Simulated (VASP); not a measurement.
**Hf: relaxation of cell and atoms with PBEsol**

The system is Hf.

```
Hf
1.0
     4.77196    0.00000    0.00000
    -2.38598    4.13264    0.00000
     0.00000    0.00000    2.97561
Hf
3
Direct
  0.66667 0.33333 0.50000
  0.33333 0.66667 0.50000
  0.00000 0.00000 0.00000
```

This isn't the form of Hf at room conditions, which is hcp.

```yaml
Program: VASP 6.6.1
Task: relaxation of cell and atoms
Functional: PBEsol
Potentials_or_basis: VASP PAW PBE potentials, release 64 (Hf_pv)
Cutoff: 500 eV
k_mesh: 12 × 12 × 16
Occupations: gaussian, width 0.1 eV
Spin: no spin polarisation
Target_pressure: 1e-06 GPa
Dipole_correction: no
Further_INCAR_settings: ALGO = Normal; EDIFF = 1e-07; IBRION = 2; EDIFFG = -0.004; NSW = 70; ISIF = 3
```

```yaml
Relaxed_volume: 21.31 Å³/atom
Relaxed_cell: a = 4.912 Å, b = 4.912 Å, c = 3.059 Å, α = 90.00°, β = 90.00°, γ = 120.00°
Space_group_after_relaxing_to_0.1_Å: P6/mmm (No. 191)
Energy_change_on_relaxing_the_run_minimises_the_enthalpy: -59.1 meV/atom
Ionic_steps: 9
Pressure_after_relaxing: 0.0 GPa
Band_gap_on_the_k_mesh: zero (bands 15 and 16 overlap by 0.98 eV)
```

The path:
| step | energy change (eV) | largest force (eV/Å) | pressure (GPa) | volume (Å³) |
| --- | --- | --- | --- | --- |
| 1 | 0.0000 | 0.0000 | 11.57 | 58.68 |
| 2 | 0.0989 | 0.0000 | -10.67 | 71.51 |
| 3 | -0.1770 | 0.0000 | -0.24 | 64.05 |
| 4 | -0.1771 | 0.0000 | -0.01 | 63.93 |
| 5 | -0.1771 | 0.0000 | 0.18 | 63.82 |
| 6 | -0.1772 | 0.0000 | 0.17 | 63.83 |
| 7 | -0.1772 | 0.0000 | 0.17 | 63.82 |
| 8 | -0.1772 | 0.0000 | -0.13 | 63.99 |
| 9 | -0.1772 | 0.0000 | 0.00 | 63.92 |

Final structure:
```cif
data_structure
_symmetry_space_group_name_H-M 'P 1'
_symmetry_Int_Tables_number 1
_cell_length_a 4.9118
_cell_length_b 4.9118
_cell_length_c 3.0593
_cell_angle_alpha 90.000
_cell_angle_beta 90.000
_cell_angle_gamma 120.000
_cell_volume 63.92
loop_
_atom_site_label
_atom_site_type_symbol
_atom_site_fract_x
_atom_site_fract_y
_atom_site_fract_z
_atom_site_occupancy
Hf1 Hf 0.66667 0.33333 0.50000 1
Hf2 Hf 0.33333 0.66667 0.50000 1
Hf3 Hf 0.00000 0.00000 0.00000 1
```

Levels at points of the mesh, in eV from the Fermi level:
| k point | band 11 | band 12 | band 13 | band 14 | band 15 | band 16 | band 17 | band 18 | band 19 |
| --- | --- | --- | --- | --- | --- | --- | --- | --- | --- |
| (0.00, 0.00, 0.00) | -2.62 | -0.62 | -0.62 | -0.62 | -0.58 | -0.58 | 1.13 | 2.19 | 2.19 |
| (0.50, 0.00, 0.00) | -4.52 | -3.65 | -0.51 | -0.46 | -0.38 | 0.17 | 0.89 | 1.24 | 1.58 |
| (0.00, 0.00, 0.50) | -2.66 | -2.66 | -2.17 | -1.98 | -1.98 | 1.42 | 1.42 | 2.09 | 2.09 |
| (0.50, 0.00, 0.50) | -3.03 | -2.10 | -1.48 | -0.81 | -0.68 | 0.57 | 0.63 | 1.13 | 1.74 |

It took 30 min on 1 thread of Oxide Virtual Turin-like Processor, with other jobs on the host, peak memory 0.26 GiB.

Caveat: the cell is relaxed towards a set pressure, so the run minimises the enthalpy, not the energy; the PAW data sets were made with another functional, which shifts forces and pressure a little; spin-orbit coupling is left out, which moves the levels of the heavy elements.
